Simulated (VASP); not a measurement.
# SnSe (Pnma) in VASP: notebook, part 2 of 2

VASP 6.6.1.

## Step 3: Single point, PBE (strain -0.0150 x Voigt [1, 0, 0, 0, 0, 0])

The input, INCAR:

```
PREC = Accurate ; ENCUT = 520
EDIFF = 1E-7 ; ISMEAR = 0
SIGMA = 0.05 ; LREAL = F
LASPH = T ; NELM = 60
ALGO = Normal ; ISIF = 2
LWAVE = F ; LCHARG = F
GGA = PE ; NBANDS = 50
```

The input, KPOINTS:

```
Automatic mesh
0
Gamma
  4 6 6
```

The input, POSCAR:

```
SnSe
1.0
   11.6172528809      0.0000000000      0.0000000000
    0.0000000000      4.2070054080      0.0000000000
    0.0000000000      0.0000000000      4.5671013721
Sn Se
4 4
Direct
    0.1214769848      0.2500000000      0.1164645414
    0.8785230152      0.7500000000      0.8835354586
    0.3785230152      0.7500000000      0.6164645414
    0.6214769848      0.2500000000      0.3835354586
    0.8548816258      0.2500000000      0.4763342523
    0.1451183742      0.7500000000      0.5236657477
    0.6451183742      0.7500000000      0.9763342523
    0.3548816258      0.2500000000      0.0236657477
```

Potentials or basis: VASP PAW PBE potentials, release 64 (Sn_d, Se).

On the command line:

```sh
> cat potpaw_PBE.64/Sn_d/POTCAR potpaw_PBE.64/Se/POTCAR > POTCAR
> mpirun -np 1 vasp_std > vasp.out
```

OUTCAR:

```text
PREC = Accurate
   ENCUT = 520
   EDIFF = 1E-7
   ISMEAR = 0
   LREAL = F
   LASPH = T
   NELM = 60
   ISIF = 2
   GGA = PE

 ion  position               nearest neighbor table
   1  0.121  0.250  0.116-   8 2.74   6 2.82   6 2.82   2 3.68   2 3.68
   2  0.879  0.750  0.884-   7 2.74   5 2.82   5 2.82   1 3.68   1 3.68
   3  0.379  0.750  0.616-   6 2.74   8 2.82   8 2.82   4 3.68   4 3.68
   4  0.621  0.250  0.384-   5 2.74   7 2.82   7 2.82   3 3.68   3 3.68
   5  0.855  0.250  0.476-   4 2.74   2 2.82   2 2.82
   6  0.145  0.750  0.524-   3 2.74   1 2.82   1 2.82
   7  0.645  0.750  0.976-   2 2.74   4 2.82   4 2.82
   8  0.355  0.250  0.024-   1 2.74   3 2.82   3 2.82

  LATTYP: Found a simple orthorhombic cell.
 ALAT       =     4.2070054080
 B/A-ratio  =     1.0855943668
 C/A-ratio  =     2.7614066906

  Lattice vectors:

 A1 = (   0.0000000000,   4.2070054080,   0.0000000000)
 A2 = (   0.0000000000,   0.0000000000,   4.5671013721)
 A3 = (  11.6172528809,   0.0000000000,   0.0000000000)

Analysis of symmetry for initial positions (statically):
=====================================================================
 Subroutine PRICEL returns:
 Original cell was already a primitive cell.

 Routine SETGRP: Setting up the symmetry group for a
 simple orthorhombic supercell.

 Subroutine GETGRP returns: Found  8 space group operations
 (whereof  2 operations were pure point group operations)
 out of a pool of  8 trial point group operations.

The static configuration has the point symmetry S_2 .
 The point group associated with its full space group is D_2h.

Analysis of symmetry for dynamics (positions and initial velocities):
=====================================================================
 Subroutine PRICEL returns:
 Original cell was already a primitive cell.

[... 136 lines left out ...]
   EFERMI_NEDOS =   21; number of points for ismear=-14 and -15
   IALGO  =     38    algorithm
   IMIX   =      4    mixing-type and parameters
     AMIX     =   0.40;   BMIX     =  1.00
     AMIX_MAG =   1.60;   BMIX_MAG =  1.00
  volume/ion in A,a.u.               =      27.90       188.29
  Fermi-wavevector in a.u.,A,eV,Ry     =   1.162873  2.197512 18.398812  1.352275
  Thomas-Fermi vector in A             =   2.299430
   LORBIT       =      0    0 simple, 1 ext, 2 COOP (PROOUT), +10 PAW based schemes
   GGA     = PE    functional components
   LHFCALC =     F    Hartree Fock is set to
   AEXX    =    0.0000 exact exchange contribution
   IVDW    =     0    specifies the selected vdW correction
   LEPSILON=     F    determine dielectric tensor
   LRPA    =     F    only Hartree local field effects (RPA)
 non-spin polarized calculation
 Gauss-broadening in eV      SIGMA  =   0.05
  energy-cutoff  :      520.00
  volume of cell :      223.21
 maximum number of plane-waves:      6063
 NGX is ok and might be reduce to    90
   NGX = 43   NGY = 15   NGZ = 17

 number of electron      79.9999973 magnetization

 Free energy of the ion-electron system (eV)
  ---------------------------------------------------
  ext. energy  EPLUGINS =         0.00000000
  ---------------------------------------------------
  free energy    TOTEN  =       -32.87196026 eV

  energy without entropy =      -32.87196026  energy(sigma->0) =      -32.87196026

 E-fermi :   5.2085     XC(G=0):  -9.4833

 val. band max:        4.9604843222   @ k =   0.0000   0.0000   0.3333
 cond. band min:       5.5942606201   @ k =   0.0000   0.3333   0.0000
 fundamental gap:      0.6337762979
 Fermi energy:         5.2085072897

 k-point     1 :       0.0000    0.0000    0.0000
  band No.  band energies     occupation
      1     -16.3349      2.00000
      2     -16.3270      2.00000
      3     -16.3229      2.00000
      4     -16.3221      2.00000
      5     -16.3203      2.00000
      6     -16.3186      2.00000
[... 1261 lines left out ...]
     49       8.8989      0.00000
     50       8.8989      0.00000

 [... further k-points ...]
[... 5 lines left out ...]
  --------------------------------------------------------------------------------------
  -------------------------------------------------------------------------------------
  Total        2.3941564      0.3965200      0.4624998      0.0000000      0.0000000      0.0000000
  in kB       17.1848572      2.8461550      3.3197468      0.0000000      0.0000000      0.0000000
  external PRESSURE =       7.7835863 kB  Pullay stress =       0.0000000 kB

 VOLUME and BASIS-vectors are now :
 -----------------------------------------------------------------------------
  energy-cutoff  :      520.00
  volume of cell :      223.21
      direct lattice vectors                 reciprocal lattice vectors
    11.617252881  0.000000000  0.000000000     0.086078870  0.000000000  0.000000000
     0.000000000  4.207005408  0.000000000     0.000000000  0.237698767  0.000000000
     0.000000000  0.000000000  4.567101372     0.000000000  0.000000000  0.218957259

 POSITION                                       TOTAL-FORCE (eV/Angst)
 -----------------------------------------------------------------------------------
      1.41123      1.05175      0.53191        -0.155971     -0.000000     -0.020319
     10.20602      3.15525      4.03520         0.155971     -0.000000      0.020319
      4.39740      3.15525      2.81546         0.155971      0.000000     -0.020319
      7.21986      1.05175      1.75165        -0.155971     -0.000000      0.020319
      9.93138      1.05175      2.17547         0.140155      0.000000      0.003069
      1.68588      3.15525      2.39163        -0.140155      0.000000     -0.003069
      7.49450      3.15525      4.45902        -0.140155      0.000000      0.003069
      4.12275      1.05175      0.10808         0.140155      0.000000     -0.003069
 -----------------------------------------------------------------------------------
    total drift:                                0.000000     -0.000000      0.000000

  FREE ENERGIE OF THE ION-ELECTRON SYSTEM (eV)
  ---------------------------------------------------
  free  energy   TOTEN  =       -32.8719602555 eV

  energy  without entropy=      -32.8719602555  energy(sigma->0) =      -32.87196026
```

OSZICAR:

```text
N       E                     dE             d eps       ncg     rms          rms(c)
DAV:   1     0.867668080554E+03    0.86767E+03   -0.36615E+04  5092   0.203E+03
DAV:   2     0.117981656860E+03   -0.74969E+03   -0.72633E+03  4816   0.581E+02
DAV:   3    -0.228370380220E+02   -0.14082E+03   -0.13384E+03  5658   0.202E+02
DAV:   4    -0.332972522157E+02   -0.10460E+02   -0.10256E+02  5738   0.545E+01
DAV:   5    -0.336432353495E+02   -0.34598E+00   -0.34440E+00  5612   0.106E+01    0.635E+00
DAV:   6    -0.328747493630E+02    0.76849E+00   -0.13318E+00  6588   0.572E+00    0.395E+00
DAV:   7    -0.328734936803E+02    0.12557E-02   -0.58802E-01  6246   0.260E+00    0.157E+00
DAV:   8    -0.328715993406E+02    0.18943E-02   -0.56574E-02  6240   0.152E+00    0.353E-01
DAV:   9    -0.328717583387E+02   -0.15900E-03   -0.84653E-03  5944   0.600E-01    0.116E-01
DAV:  10    -0.328718941881E+02   -0.13585E-03   -0.99901E-04  5908   0.154E-01    0.597E-02
DAV:  11    -0.328719729275E+02   -0.78739E-04   -0.26039E-04  6422   0.871E-02    0.208E-02
DAV:  12    -0.328719595465E+02    0.13381E-04   -0.31344E-05  6190   0.298E-02    0.749E-03
DAV:  13    -0.328719602059E+02   -0.65948E-06   -0.69469E-06  5740   0.933E-03    0.204E-03
DAV:  14    -0.328719602555E+02   -0.49558E-07   -0.30887E-07  4408   0.329E-03
   1 F= -.32871960E+02 E0= -.32871960E+02  d E =-.806760E-14
```

stdout:

```text
POSCAR found type information on POSCAR SnSe
 POSCAR found :  2 types and       8 ions
 scaLAPACK will be used
 LDA part: xc-table for (Slater+PW92), standard interpolation
 POSCAR, INCAR and KPOINTS ok, starting setup
 FFT: planning ... GRIDC
 FFT: planning ... GRID_SOFT
 FFT: planning ... GRID
 WAVECAR not read
 entering main loop
```

Run time: 8.5 min. Hardware: 1 thread of Intel Xeon Platinum 8259CL at 2.50GHz (Skylake/Cascade Lake), shared host; peak memory 0.56 GiB.

What came out:

* Free energy: -32.8720 eV
* Pressure: 0.8 GPa
* Largest force: 0.157 eV/Å
* Band gap on the k mesh: 0.63 eV (least direct gap 0.87 eV)

Forces on the atoms (eV/Å):
```
Sn  -0.156  0.000 -0.020
Sn   0.156  0.000  0.020
Sn   0.156  0.000 -0.020
Sn  -0.156  0.000  0.020
Se   0.140  0.000  0.003
Se  -0.140  0.000 -0.003
Se  -0.140  0.000  0.003
Se   0.140  0.000 -0.003
```

Caveat: the cell differs from its parent crystal (strain -0.0150 x Voigt [1, 0, 0, 0, 0, 0]); semilocal functionals underestimate gaps, and a narrow one can read as zero; spin-orbit coupling is left out, which moves the levels of the heavy elements. A k mesh can miss the band edges.

## Step 4: Single point, PBE (strain +0.0600 x Voigt [1, 0, 0, 0, 0, 0])

The input, INCAR:

```
SYSTEM = SnSe
PREC = Accurate
ENCUT = 520
EDIFF = 1E-7
ISMEAR = 0
SIGMA = 0.05
LREAL = .FALSE.
LASPH = .TRUE.
NELM = 80
ALGO = Normal
ISIF = 2
LWAVE = .FALSE.
LCHARG = .FALSE.
GGA = PE
NBANDS = 50
```

The input, KPOINTS:

```
Automatic mesh
0
G
  4 6 6
  0 0 0
```

Edit POSCAR of step 3 so:

```diff
@@ -2,3 +2,3 @@
 1.0
-   11.6172528809      0.0000000000      0.0000000000
+   12.5018152830      0.0000000000      0.0000000000
     0.0000000000      4.2070054080      0.0000000000
```

Potentials or basis: VASP PAW PBE potentials, release 64 (Sn_d, Se).

On the command line:

```sh
> cat potpaw_PBE.64/Sn_d/POTCAR potpaw_PBE.64/Se/POTCAR > POTCAR
> mpirun -np 1 vasp_std > vasp.out
```

OUTCAR:

```text
SYSTEM = SnSe
   PREC = Accurate
   ENCUT = 520
   EDIFF = 1E-7
   ISMEAR = 0
   LREAL = .FALSE.
   LASPH = .TRUE.
   NELM = 80
   ISIF = 2
   GGA = PE

 ion  position               nearest neighbor table
   1  0.121  0.250  0.116-   6 2.82   6 2.82   8 2.95
   2  0.879  0.750  0.884-   5 2.82   5 2.82   7 2.95
   3  0.379  0.750  0.616-   8 2.82   8 2.82   6 2.95
   4  0.621  0.250  0.384-   7 2.82   7 2.82   5 2.95
   5  0.855  0.250  0.476-   2 2.82   2 2.82   4 2.95
   6  0.145  0.750  0.524-   1 2.82   1 2.82   3 2.95
   7  0.645  0.750  0.976-   4 2.82   4 2.82   2 2.95
   8  0.355  0.250  0.024-   3 2.82   3 2.82   1 2.95
[... 1488 lines left out ...]
  Total       -6.4417501     -1.4031065     -1.5241513      0.0000000     -0.0000000      0.0000000
  in kB      -42.9662704     -9.3586759    -10.1660409      0.0000000     -0.0000000      0.0000000
  external PRESSURE =     -20.8303291 kB  Pullay stress =       0.0000000 kB

 VOLUME and BASIS-vectors are now :
 -----------------------------------------------------------------------------
  energy-cutoff  :      520.00
  volume of cell :      240.21
      direct lattice vectors                 reciprocal lattice vectors
    12.501815283  0.000000000  0.000000000     0.079988384  0.000000000  0.000000000
     0.000000000  4.207005408  0.000000000     0.000000000  0.237698767  0.000000000
     0.000000000  0.000000000  4.567101372     0.000000000  0.000000000  0.218957259

 POSITION                                       TOTAL-FORCE (eV/Angst)
 -----------------------------------------------------------------------------------
      1.51868      1.05175      0.53191         0.358344      0.000000      0.057479
     10.98313      3.15525      4.03520        -0.358344      0.000000     -0.057479
      4.73222      3.15525      2.81546        -0.358344     -0.000000      0.057479
      7.76959      1.05175      1.75165         0.358344      0.000000     -0.057479
     10.68757      1.05175      2.17547        -0.316758      0.000000     -0.004834
      1.81424      3.15525      2.39163         0.316758     -0.000000      0.004834
      8.06515      3.15525      4.45902         0.316758     -0.000000     -0.004834
      4.43666      1.05175      0.10808        -0.316758      0.000000      0.004834
 -----------------------------------------------------------------------------------
    total drift:                                0.000000      0.000000     -0.000000

  FREE ENERGIE OF THE ION-ELECTRON SYSTEM (eV)
  ---------------------------------------------------
  free  energy   TOTEN  =       -32.6889161125 eV

  energy  without entropy=      -32.6889161125  energy(sigma->0) =      -32.68891611
```

OSZICAR:

```text
N       E                     dE             d eps       ncg     rms          rms(c)
DAV:   1     0.852029350084E+03    0.85203E+03   -0.36570E+04  5074   0.198E+03
DAV:   2     0.114771658467E+03   -0.73726E+03   -0.71412E+03  4808   0.562E+02
DAV:   3    -0.231764216196E+02   -0.13795E+03   -0.13100E+03  5768   0.198E+02
DAV:   4    -0.332841956180E+02   -0.10108E+02   -0.99215E+01  5592   0.532E+01
DAV:   5    -0.336376413045E+02   -0.35345E+00   -0.35218E+00  5758   0.106E+01    0.594E+00
DAV:   6    -0.326780404970E+02    0.95960E+00   -0.16931E+00  6558   0.607E+00    0.360E+00
DAV:   7    -0.326873929756E+02   -0.93525E-02   -0.59748E-01  6160   0.243E+00    0.164E+00
DAV:   8    -0.326886331556E+02   -0.12402E-02   -0.50426E-02  6182   0.141E+00    0.359E-01
DAV:   9    -0.326885218455E+02    0.11131E-03   -0.78570E-03  5856   0.549E-01    0.129E-01
DAV:  10    -0.326888231392E+02   -0.30129E-03   -0.12567E-03  5728   0.147E-01    0.687E-02
DAV:  11    -0.326889231501E+02   -0.10001E-03   -0.23443E-04  6550   0.782E-02    0.165E-02
DAV:  12    -0.326889149263E+02    0.82238E-05   -0.23804E-05  6042   0.243E-02    0.578E-03
DAV:  13    -0.326889160971E+02   -0.11708E-05   -0.49994E-06  5766   0.109E-02    0.209E-03
DAV:  14    -0.326889161125E+02   -0.15398E-07   -0.32613E-07  4432   0.369E-03
   1 F= -.32688916E+02 E0= -.32688916E+02  d E =-.241349E-13
```

stdout:

```text
POSCAR found type information on POSCAR SnSe
 POSCAR found :  2 types and       8 ions
 scaLAPACK will be used
 LDA part: xc-table for (Slater+PW92), standard interpolation
 POSCAR, INCAR and KPOINTS ok, starting setup
 FFT: planning ... GRIDC
 FFT: planning ... GRID_SOFT
 FFT: planning ... GRID
 WAVECAR not read
 entering main loop
```

Run time: 15 min. Hardware: 1 thread of Intel Xeon 8259CL, shared host; peak memory 0.59 GiB.

What came out:

- Free energy: -32.6889 eV
- Pressure: -2.1 GPa
- Largest force: 0.363 eV/Å
- Band gap on the k mesh: 0.61 eV (least direct gap 0.97 eV)

Forces on the atoms (eV/Å):
```
Sn   0.358  0.000  0.057
Sn  -0.358  0.000 -0.057
Sn  -0.358  0.000  0.057
Sn   0.358  0.000 -0.057
Se  -0.317  0.000 -0.005
Se   0.317  0.000  0.005
Se   0.317  0.000 -0.005
Se  -0.317  0.000  0.005
```

Caveat: the cell differs from its parent crystal (strain +0.0600 x Voigt [1, 0, 0, 0, 0, 0]); semilocal functionals underestimate gaps, and a narrow one can read as zero; spin-orbit coupling is left out, which moves the levels of the heavy elements. A k mesh can miss the band edges.

## Step 5: The runs side by side

| cell | gap on the mesh (eV) | pressure (GPa) | largest force (eV/Å) |
| --- | --- | --- | --- |
| a = 11.440, b = 4.207, c = 4.567 Å, 8 atoms | 0.65 | 1.6 | 0.32 |
| a = 11.617, b = 4.207, c = 4.567 Å, 8 atoms | 0.63 | 0.8 | 0.16 |
| a = 12.502, b = 4.207, c = 4.567 Å, 8 atoms | 0.61 | -2.1 | 0.36 |

Alike in all rows: task single point; level PBE; potentials or basis VASP PAW PBE potentials, release 64 (Sn_d, Se); no spin polarisation; k mesh 4 × 6 × 6; cutoff (eV) 520; smearing gaussian 0.05 eV.

Caveats: semilocal functionals underestimate gaps, and a narrow one can read as zero; spin-orbit coupling is left out, which moves the levels of the heavy elements.

Total energies depend on the potentials used, so only differences within one code and one set of settings carry meaning.
